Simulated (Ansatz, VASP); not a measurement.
One calculation of MnS, two programs

Contents of INCAR:

```
PREC = Accurate
ENCUT = 520
EDIFF = 1E-7
ISMEAR = -1
SIGMA = 0.05
LREAL = F
LASPH = T
NELM = 150
ALGO = Normal
ISIF = 2
LWAVE = F
LCHARG = T
ISPIN = 2
MAGMOM = 2 0
LORBIT = 11
NUPDOWN = 2.0
LMAXMIX = 4
GGA = PE
LELF = T
LVHAR = T
NBANDS = 20
```

KPOINTS

```
regular mesh
0
Gamma
  8 8 8
```

The input POSCAR:

```
MnS
1.0
    0.0000000000      2.4734634191      2.4734634191
    2.4734634191      0.0000000000      2.4734634191
    2.4734634191      2.4734634191      0.0000000000
Mn S
1 1
Direct
    0.0000000000      0.0000000000      0.0000000000
    0.7500000000      0.7500000000      0.7500000000
```

Contents of input.yaml:

```yaml
crystal:
  lattice:
    - [0.0, 2.4734634191, 2.4734634191]
    - [2.4734634191, 0.0, 2.4734634191]
    - [2.4734634191, 2.4734634191, 0.0]
  atoms:
    - { symbol: Mn, position: [0.0, 0.0, 0.0], spin: 2.0 }
    - { symbol: S, position: [0.75, 0.75, 0.75] }
hamiltonian:
  xc: pbe
  pseudopotentials: { kind: paw }
magnetization:
  spin_polarized: true
  initial_magnetization: 2.0
  spin_locking: { lock_magnetization: hard }
kpoints:
  mp_grid: { grid: [8, 8, 8] }
scf:
  occupations: { method: fermi_dirac, width: 0.05 }
  lower_state_search: "off"
output:
  forces: true
  stress: true
  eigenvalues: true
```

Alike in both runs: task single point; functional PBE; k mesh 8 × 8 × 8; occupations fermi-dirac, width 0.05 eV; collinear spin; fixed moment 2 μB.

|  | VASP | Ansatz |
| --- | --- | --- |
| version | VASP 6.6.1 | Ansatz 0.2.0 |
| potentials or method | VASP PAW PBE potentials, release 64 (Mn_pv, S) | Ansatz PAW |
| plane-wave cutoff (eV) | 520 | 420 |
| valence electrons in the cell | 19 | 21 |

Ansatz gave:

| Item | Value |
| --- | --- |
| pressure (GPa) | 12.9 |
| net moment per atom (μB) | 1.00 |
| size of the moment on the site where the two differ most (μB) | 1.75 |

Problem. What did VASP give for the same quantities?

Solution. Pressure (GPa): 12.9; net moment per atom (μB): 1.00; size of the moment on the site where the two differ most (μB): 1.93.

Site moments also hang on the region over which each program counts them. VASP's potentials hold 19 valence electrons a cell and Ansatz's 21, so a difference there can come from the potentials and not from the codes.
